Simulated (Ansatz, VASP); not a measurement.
BeS in VASP and in Ansatz

Contents of INCAR:

```
PREC = Accurate
ENCUT = 520
EDIFF = 1E-6
ISMEAR = 0
SIGMA = 0.01
LREAL = F
LASPH = T
NELM = 80
ALGO = Normal
ISIF = 2
LWAVE = F
LCHARG = F
GGA = PS
NBANDS = 11
```

The input KPOINTS:

```
Automatic mesh
0
Gamma
  8 8 8
```

The input POSCAR:

```
BeS
1.0
    0.0000000000      2.4189619723      2.4189619723
    2.4189619723      0.0000000000      2.4189619723
    2.4189619723      2.4189619723      0.0000000000
Be S
1 1
Direct
    0.0000000000      0.0000000000      0.0000000000
    0.7500000000      0.7500000000      0.7500000000
```

Input for Ansatz:

```yaml
crystal:
  lattice:
    - [0.0, 2.41896197233, 2.41896197233]
    - [2.41896197233, 0.0, 2.41896197233]
    - [2.41896197233, 2.41896197233, 0.0]
  atoms:
    - { symbol: Be, position: [0.0, 0.0, 0.0] }
    - { symbol: S, position: [0.75, 0.75, 0.75] }
kpoints:
  mp_grid: { grid: [8, 8, 8] }
scf:
  occupations: { method: fixed }
hamiltonian:
  xc: pbesol
  pseudopotentials: { kind: paw }
output:
  forces: true
  stress: true
  eigenvalues: true
  eigenstates:
    nscf_kmesh: { grid: [14, 14, 14] }
    de_dk: true
    e_range: [-9, 12.90798274617]
  optics:
    e_range: [0, 25]
    de: 0.2
    sigma: 0.25
    bands: { spectra_wanted_up_to: 25 }
    nscf_kmesh: { grid: [14, 14, 14] }
checkpoint:
  write: ck
  write_wavefunctions: false
```

Alike in both runs: task single point; functional PBEsol; k mesh 8 × 8 × 8; no spin polarisation.

```csv
,VASP,Ansatz
version,VASP 6.6.1,Ansatz 0.2.0
potentials or method,"VASP PAW PBE potentials, release 64 (Be, S)","PAW with Ansatz's default frozen-core files, scalar-relativistic"
plane-wave cutoff (eV),520,420
occupations,"gaussian, width 0.01 eV",fixed
valence electrons in the cell,8,8
```

Ansatz gave:

* gap on the k mesh at the Fermi level (eV): 2.91
* pressure (GPa): 0.0

Problem. Estimate VASP's values.

Solution. gap on the k mesh at the Fermi level (eV): 2.91; pressure (GPa): 0.2.

VASP's potentials were made for PBE, not for PBEsol.
